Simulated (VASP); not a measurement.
# Se (P6_3/mmc) in VASP: further runs

The runs below take Se through relaxation of cell and atoms, with PBEsol.

Program: VASP 6.6.1. These are calculated values, not measurements. Logs are shortened: lines on timing, memory, paths and dates and some standing lists are left out, and cuts for length are marked.

## 1. The cell of the first run

Symmetry: P6_3/mmc, No. 194, hexagonal system. Conventional cell: a = 2.276 Å, b = 2.276 Å, c = 3.688 Å, α = 90.00°, β = 90.00°, γ = 120.00°. Se (site symmetry -6m2) has 12 Se at 2.26 to 2.28 Å within 3.0 Å.

## 2. Relaxation of cell and atoms, PBEsol, target pressure 450 GPa, at which the enthalpy is minimised

Contents of INCAR:

```
ALGO = Normal
EDIFF = 1E-6
EDIFFG = -0.005
ENCUT = 600
GGA = PS
IBRION = 2
ISIF = 3
ISMEAR = -1
LASPH = T
LCHARG = F
LREAL = F
LWAVE = F
NELM = 80
NSW = 60
PREC = Accurate
PSTRESS = 4500.0
SIGMA = 0.05
```

Contents of KPOINTS:

```
k-points
0
Gamma
  19 19 10
```

Contents of POSCAR:

```
Se
1.0
    2.2762737480      0.0000000000      0.0000000000
   -1.1381368740      1.9713108917      0.0000000000
    0.0000000000      0.0000000000      3.6875634717
Se
2
Direct
    0.3333333333      0.6666666667      0.2500000000
    0.6666666667      0.3333333333      0.7500000000
```

Potentials or basis: VASP PAW PBE potentials, release 64 (Se).

Started as:

```
$ cat potpaw_PBE.64/Se/POTCAR > POTCAR
$ mpirun -np 1 vasp_std > vasp.out
```

OUTCAR:

```text
EDIFF = 1E-6
   EDIFFG = -0.005
   ENCUT = 600
   GGA = PS
   IBRION = 2
   ISIF = 3
   ISMEAR = -1
   LASPH = T
   LREAL = F
   NELM = 80
   NSW = 60
   PREC = Accurate
   PSTRESS = 4500.0

 ion  position               nearest neighbor table
   1  0.333  0.667  0.250-   2 2.26   2 2.26   2 2.26   2 2.26   2 2.26   2 2.26
   2  0.667  0.333  0.750-   1 2.26   1 2.26   1 2.26   1 2.26   1 2.26   1 2.26

  LATTYP: Found a hexagonal cell.
 ALAT       =     2.2762737480
 C/A-ratio  =     1.6200000000

  Lattice vectors:

 A1 = (   2.2762737480,   0.0000000000,   0.0000000000)
 A2 = (  -1.1381368740,   1.9713108917,   0.0000000000)
 A3 = (   0.0000000000,   0.0000000000,   3.6875634717)

Analysis of symmetry for initial positions (statically):
=====================================================================
 Subroutine PRICEL returns:
 Original cell was already a primitive cell.

 Routine SETGRP: Setting up the symmetry group for a
 hexagonal supercell.

 Subroutine GETGRP returns: Found 24 space group operations
 (whereof 12 operations were pure point group operations)
 out of a pool of 24 trial point group operations.

The static configuration has the point symmetry D_3d.
 The point group associated with its full space group is D_6h.

Analysis of symmetry for dynamics (positions and initial velocities):
=====================================================================
 Subroutine PRICEL returns:
 Original cell was already a primitive cell.

 Routine SETGRP: Setting up the symmetry group for a
 hexagonal supercell.

 Subroutine GETGRP returns: Found 24 space group operations
 (whereof 12 operations were pure point group operations)
 out of a pool of 24 trial point group operations.

The dynamic configuration has the point symmetry D_3d.
 The point group associated with its full space group is D_6h.

 Subroutine INISYM returns: Found 24 space group operations
 (whereof 12 operations are pure point group operations),
 and found     1 'primitive' translations

----------------------------------------------------------------------------------------

                                     Primitive cell

  volume of cell :      16.5470

  direct lattice vectors                    reciprocal lattice vectors
     2.276273748  0.000000000  0.000000000     0.439314472  0.253638329  0.000000000
    -1.138136874  1.971310892  0.000000000     0.000000000  0.507276657  0.000000000
     0.000000000  0.000000000  3.687563472     0.000000000  0.000000000  0.271181773

  length of vectors
     2.276273748  2.276273748  3.687563472     0.507276657  0.507276657  0.271181773

  position of ions in fractional coordinates (direct lattice)
     0.333333333  0.666666667  0.250000000
     0.666666667  0.333333333  0.750000000

  ion indices of the primitive-cell ions
   primitive index   ion index
                 1           1
                 2           2

----------------------------------------------------------------------------------------

 KPOINTS: k-points

Automatic generation of k-mesh.
 Grid dimensions read from file:
 generate k-points for:   19   19   10

 Generating k-lattice:

  Cartesian coordinates                     Fractional coordinates (reciprocal lattice)
     0.023121814  0.013349386  0.000000000     0.052631579  0.000000000  0.000000000
     0.000000000  0.026698771  0.000000000     0.000000000  0.052631579  0.000000000
     0.000000000  0.000000000  0.027118177     0.000000000  0.000000000  0.100000000

  Length of vectors
     0.026698771  0.026698771  0.027118177

  Shift w.r.t. Gamma in fractional coordinates (k-lattice)
     0.000000000  0.000000000  0.000000000

 Subroutine IBZKPT returns following result:
 ===========================================

 Found    240 irreducible k-points:

 Following reciprocal coordinates:
            Coordinates               Weight
  0.000000  0.000000  0.000000      1.000000
  0.052632  0.000000  0.000000      6.000000
  0.105263  0.000000  0.000000      6.000000
  0.157895  0.000000  0.000000      6.000000
  0.210526  0.000000  0.000000      6.000000
  0.263158  0.000000  0.000000      6.000000
[... 16 lines left out ...]
  0.263158  0.105263  0.000000     12.000000
  0.315789  0.105263  0.000000     12.000000
 [... further k-points ...]
   k-points           NKPTS =    240   k-points in BZ     NKDIM =    240   number of bands    NBANDS=     10
   number of dos      NEDOS =    301   number of ions     NIONS =      2
   total plane-waves  NPLWV =   9720
   dimension x,y,z NGX =    18 NGY =   18 NGZ =   30
   dimension x,y,z NGXF=    36 NGYF=   36 NGZF=   60
   ions per type =               2
   NGX,Y,Z   is equivalent  to a cutoff of  13.15, 13.15, 13.52 a.u.
   NGXF,Y,Z  is equivalent  to a cutoff of  26.29, 26.29, 27.05 a.u.
 SYSTEM =  unknown system
   PREC   = accura    normal or accurate (medium, high low for compatibility)
   ISTART =      0    job   : 0-new  1-cont  2-samecut
   ICHARG =      2    charge: 1-file 2-atom 10-const
   ISPIN  =      1    spin polarized calculation?
   LNONCOLLINEAR =      F non collinear calculations
   LSORBIT =      F    spin-orbit coupling
   LASPH  =      T    aspherical Exc in radial PAW
   ENCUT  =  600.0 eV  44.10 Ry    6.64 a.u.   4.55  4.55  7.36*2*pi/ulx,y,z
   NELM   =     80;   NELMIN=  2; NELMDL= -5     # of ELM steps
   EDIFF  = 0.1E-05   stopping-criterion for ELM
   LREAL  =      F    real-space projection
   EDIFFG = -.5E-02   stopping-criterion for IOM
   NSW    =     60    number of steps for IOM
   IBRION =      2    ionic relax: 0-MD 1-quasi-New 2-CG
   NFREE  =      1    steps in history (QN), initial steepest desc. (CG)
   ISIF   =      3    stress and relaxation
   ISYM   =      2    0-nonsym 1-usesym 2-fastsym
   POTIM  = 0.5000    time-step for ionic-motion
   TEBEG  =    0.0;   TEEND  =   0.0 temperature during run
   PSTRESS= 4500.0 pullay stress
   NELECT =      12.0000    total number of electrons
   NUPDOWN=      -1.0000    fix difference up-down
   EMIN   =  10.00;   EMAX   =-10.00  energy-range for DOS
   EFERMI =   0.00;   METHOD = LEGACY
   ISMEAR =    -1;   SIGMA  =   0.05  broadening in eV -4-tet -1-fermi 0-gaus
   EFERMI_NEDOS =   21; number of points for ismear=-14 and -15
   IALGO  =     38    algorithm
   IMIX   =      4    mixing-type and parameters
     AMIX     =   0.40;   BMIX     =  1.00
     AMIX_MAG =   1.60;   BMIX_MAG =  1.00
  volume/ion in A,a.u.               =       8.27        55.83
  Fermi-wavevector in a.u.,A,eV,Ry     =   1.470829  2.779464 29.434003  2.163338
  Thomas-Fermi vector in A             =   2.586039
   LORBIT       =      0    0 simple, 1 ext, 2 COOP (PROOUT), +10 PAW based schemes
   GGA     = PS    functional components
   LHFCALC =     F    Hartree Fock is set to
   AEXX    =    0.0000 exact exchange contribution
   IVDW    =     0    specifies the selected vdW correction
   LEPSILON=     F    determine dielectric tensor
   LRPA    =     F    only Hartree local field effects (RPA)
 conjugate gradient relaxation of ions
 non-spin polarized calculation
  energy-cutoff  :      600.00
  volume of cell :       16.55
 maximum number of plane-waves:       571
   NGX =  9   NGY =  9   NGZ = 15

--------------------------------------- Ionic step        1  -------------------------------------------

 number of electron      12.0000002 magnetization

 Free energy of the ion-electron system (eV)
  ---------------------------------------------------
  ext. energy  EPLUGINS =         0.00000000
  ---------------------------------------------------
  free energy    TOTEN  =         8.23585570 eV

  energy without entropy =        8.23904681  energy(sigma->0) =        8.23745125

------------------------ aborting loop because EDIFF is reached ----------------------------------------

  FORCE on cell =-STRESS in cart. coord.  units (eV):
  Direction    XX          YY          ZZ          XY          YZ          ZX
  --------------------------------------------------------------------------------------
  -------------------------------------------------------------------------------------
  Total       48.3504112     48.3504112     45.7181114      0.0000000     -0.0000000     -0.0000000
  in kB     4681.5712616   4681.5712614   4426.6965122      0.0000000     -0.0000000     -0.0000000
  external PRESSURE =      96.6130118 kB  Pullay stress =    4500.0000000 kB
[... 289 lines left out ...]
  enthalpy is  TOTEN    =        54.6805928222 eV   P V=       46.8175740049

--------------------------------------- Ionic step        9  -------------------------------------------

 number of electron      11.9999999 magnetization

 Free energy of the ion-electron system (eV)
  ---------------------------------------------------
  ext. energy  EPLUGINS =         0.00000000
  ---------------------------------------------------
  free energy    TOTEN  =         7.87295155 eV

  energy without entropy =        7.87900283  energy(sigma->0) =        7.87597719

 E-fermi :  21.4504     XC(G=0): -15.0970

 val. band max:       21.4179072130   @ k =   0.1579   0.0526   0.4000
 cond. band min:      21.4719129928   @ k =   0.2105   0.0000   0.0000
 fundamental gap:      0.0540057798
 Fermi energy:        21.4504075457

 k-point     1 :       0.0000    0.0000    0.0000
  band No.  band energies     occupation
      1      -7.8898      2.00000
      2       3.9505      2.00000
      3       4.0121      2.00000
      4      26.1438      0.00000
      5      26.1438      0.00000
      6      29.5579      0.00000
      7      29.5579      0.00000
      8      33.3624      0.00000
      9      33.4621      0.00000
     10      34.6598      0.00000
[... 287 lines left out ...]
 k-point    24 :       0.3158    0.1053    0.0000
  band No.  band energies     occupation
      1      -2.3919      2.00000
      2       7.7011      2.00000
      3       9.2301      2.00000
      4       9.4408      2.00000
      5      15.4389      2.00000
      6      18.8898      2.00000
      7      19.7654      2.00000
      8      25.9304      0.00000
      9      28.1943      0.00000
     10      28.3572      0.00000

 [... further k-points ...]
[... 5 lines left out ...]
  --------------------------------------------------------------------------------------
  -------------------------------------------------------------------------------------
  Total       46.8085060     46.8085060     46.8107600      0.0000000     -0.0000000      0.0000000
  in kB     4500.0837327   4500.0837321   4500.3004242      0.0000000     -0.0000000      0.0000000
  external PRESSURE =       0.1559630 kB  Pullay stress =    4500.0000000 kB
[... 17 lines left out ...]
  FREE ENERGIE OF THE ION-ELECTRON SYSTEM (eV)
  ---------------------------------------------------
  free  energy   TOTEN  =         7.8729515520 eV

  energy  without entropy=        7.8790028316  energy(sigma->0) =        7.87597719

  enthalpy is  TOTEN    =        54.6805866320 eV   P V=       46.8076350800

 reached required accuracy - stopping structural energy minimisation
```

Run time: 2.2 min. Hardware: 1 thread of Intel Xeon 6975P-C, shared host; peak memory 0.17 GiB.

Results:

* Free energy: 7.8730 eV
* Relaxed volume: 8.33 Å³/atom
* Relaxed cell: a = 2.311 Å, b = 2.311 Å, c = 3.602 Å, α = 90.00°, β = 90.00°, γ = 120.00°
* Space group after relaxing (to 0.05 Å): P6_3/mmc (No. 194)
* Energy change on relaxing (the enthalpy is what falls): -181.5 meV/atom
* Ionic steps: 9
* Pressure after relaxing: 450.0 GPa
* Band gap on the k mesh: zero (band 6 reaches 29.60 eV, above the bottom of band 7 at 15.97 eV)

The path:
```csv
step,energy change (eV),largest force (eV/Å),pressure (GPa),volume (Å³)
1,0.0000,0.0000,459.66,16.55
2,-3.0908,0.0000,364.05,17.75
3,-0.6745,0.0000,438.33,16.78
4,-0.5843,0.0000,441.19,16.75
5,0.5686,0.0000,481.22,16.35
6,-0.1996,0.0000,454.94,16.61
7,-0.9807,0.0000,430.92,16.90
8,-0.3728,0.0000,449.72,16.67
9,-0.3629,0.0000,450.02,16.67
```

Final structure:
```
CELL_PARAMETERS angstrom
2.31144 0.00000 0.00000
-1.15572 2.00177 0.00000
0.00000 0.00000 3.60179
ATOMIC_POSITIONS crystal
Se 0.33333 0.66667 0.25000
Se 0.66667 0.33333 0.75000
```

Caveat: the cell is relaxed towards a set pressure, so the enthalpy falls and the energy may rise; the PAW data sets were made with another functional, which shifts forces and pressure a little.

## 3. Relaxation of cell and atoms, PBEsol, target pressure 450 GPa, at which the enthalpy is minimised

This run uses another cell than the first one, of the same volume but with other edges.

Contents of INCAR:

```
  PREC = Accurate
  ENCUT = 600
  EDIFF = 1E-6
  ISMEAR = -1
  SIGMA = 0.05
  LREAL = False
  LASPH = True
  NELM = 60
  ALGO = Normal
  ISIF = 3
  LWAVE = False
  LCHARG = False
  GGA = PS
  IBRION = 2
  NSW = 32
  EDIFFG = -0.005
  PSTRESS = 4500.0
```

Contents of KPOINTS:

```
Automatic mesh
0
Gamma
  19 19 10
```

Contents of POSCAR:

```
Se
1.0
    2.3055176027      0.0000000000      0.0000000000
   -1.1527588014      1.9966368128      0.0000000000
    0.0000000000      0.0000000000      3.5897572890
Se
2
Direct
    0.3333333333      0.6666666667      0.2500000000
    0.6666666667      0.3333333333      0.7500000000
```

Potentials or basis: VASP PAW PBE potentials, release 64 (Se).

Started as:

```
$ cat potpaw_PBE.64/Se/POTCAR > POTCAR
$ mpirun -np 1 vasp_std > vasp.out
```

It took 100 s on 1 thread of Intel Xeon 6975P-C, shared host; peak memory 0.17 GiB.

It converged, with:

- Free energy: 7.8725 eV
- Relaxed volume: 8.33 Å³/atom
- Relaxed cell: a = 2.311 Å, b = 2.311 Å, c = 3.602 Å, α = 90.00°, β = 90.00°, γ = 120.00°
- Space group after relaxing (to 0.05 Å): P6_3/mmc (No. 194)
- Energy change on relaxing (the enthalpy is what falls): -200.7 meV/atom
- Ionic steps: 9
- Pressure after relaxing: 450.0 GPa
- Band gap on the k mesh: zero (band 6 reaches 29.60 eV, above the bottom of band 7 at 15.97 eV)

The path:
| step | energy change (eV) | largest force (eV/Å) | pressure (GPa) | volume (Å³) |
| --- | --- | --- | --- | --- |
| 1 | 0.0000 | 0.0000 | 463.07 | 16.52 |
| 2 | -4.0948 | 0.0000 | 333.04 | 18.19 |
| 3 | -0.4245 | 0.0000 | 449.29 | 16.67 |
| 4 | -0.4028 | 0.0000 | 449.99 | 16.67 |
| 5 | -0.3948 | 0.0000 | 450.21 | 16.66 |
| 6 | -0.3948 | 0.0000 | 450.21 | 16.66 |
| 7 | -0.3948 | 0.0000 | 450.21 | 16.66 |
| 8 | -0.4232 | 0.0000 | 449.29 | 16.67 |
| 9 | -0.4013 | 0.0000 | 450.00 | 16.67 |

Final structure:
```
Se
1.0
     2.31141    0.00000    0.00000
    -1.15570    2.00174    0.00000
     0.00000    0.00000    3.60193
Se
2
Direct
  0.33333 0.66667 0.25000
  0.66667 0.33333 0.75000
```

Levels at points of the mesh, in eV from the Fermi level:
```csv
k point,band 3,band 4,band 5,band 6,band 7,band 8,band 9,band 10
"(0.00, 0.00, 0.00)",-17.44,4.69,4.69,8.11,8.11,11.91,12.01,13.21
"(0.00, 0.00, 0.50)",-2.98,-2.98,7.15,7.15,7.15,7.15,12.34,12.34
```

Caveat: the cell is relaxed towards a set pressure, so the enthalpy falls and the energy may rise; the PAW data sets were made with another functional, which shifts forces and pressure a little.
